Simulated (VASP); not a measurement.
The system is RbCaH3.

```xyz
5
Lattice="4.5470 0.0000 0.0000 0.0000 4.5470 0.0000 0.0000 0.0000 4.5470" Properties=species:S:1:pos:R:3 pbc="T T T"
Rb    0.0000    0.0000    0.0000
Ca    2.2735    2.2735    2.2735
H     0.0000    2.2735    2.2735
H     2.2735    0.0000    2.2735
H     2.2735    2.2735    0.0000
```

- Program: VASP 6.6.1
- Task: relaxation of volume and atoms at fixed shape
- Functional: LDA
- Potentials or basis: VASP PAW LDA potentials, release 64 (Rb_sv, Ca_sv, H)
- Cutoff: 600 eV
- k mesh: 5 × 5 × 5
- Occupations: methfessel-paxton, width 0.05 eV
- Spin: no spin polarisation

At the start: pressure -2.3 GPa; volume 18.80 Å³/atom.

Question: How do energy, volume and symmetry change on relaxing?

Answer: Over 4 steps the energy falls by 13.5 meV/atom and the volume is 17.07 Å³/atom (-9.2 %); space group Pm-3m (No. 221, to 0.05 Å).

Step by step:
```
step  energy change (eV)  largest force (eV/Å)  pressure (GPa)  volume (Å³)
   1              0.0000                0.0000           -2.34        94.01
   2             -0.0440                0.0000           -1.47        90.33
   3             -0.0672                0.0000           -0.18        85.95
   4             -0.0676                0.0000            0.01        85.37
```

Final structure:
```cif
data_structure
_symmetry_space_group_name_H-M 'P 1'
_symmetry_Int_Tables_number 1
_cell_length_a 4.4032
_cell_length_b 4.4032
_cell_length_c 4.4032
_cell_angle_alpha 90.000
_cell_angle_beta 90.000
_cell_angle_gamma 90.000
_cell_volume 85.37
loop_
_atom_site_label
_atom_site_type_symbol
_atom_site_fract_x
_atom_site_fract_y
_atom_site_fract_z
_atom_site_occupancy
Rb1 Rb 0.00000 0.00000 0.00000 1
Ca1 Ca 0.50000 0.50000 0.50000 1
H1 H 0.00000 0.50000 0.50000 1
H2 H 0.50000 0.00000 0.50000 1
H3 H 0.50000 0.50000 0.00000 1
```
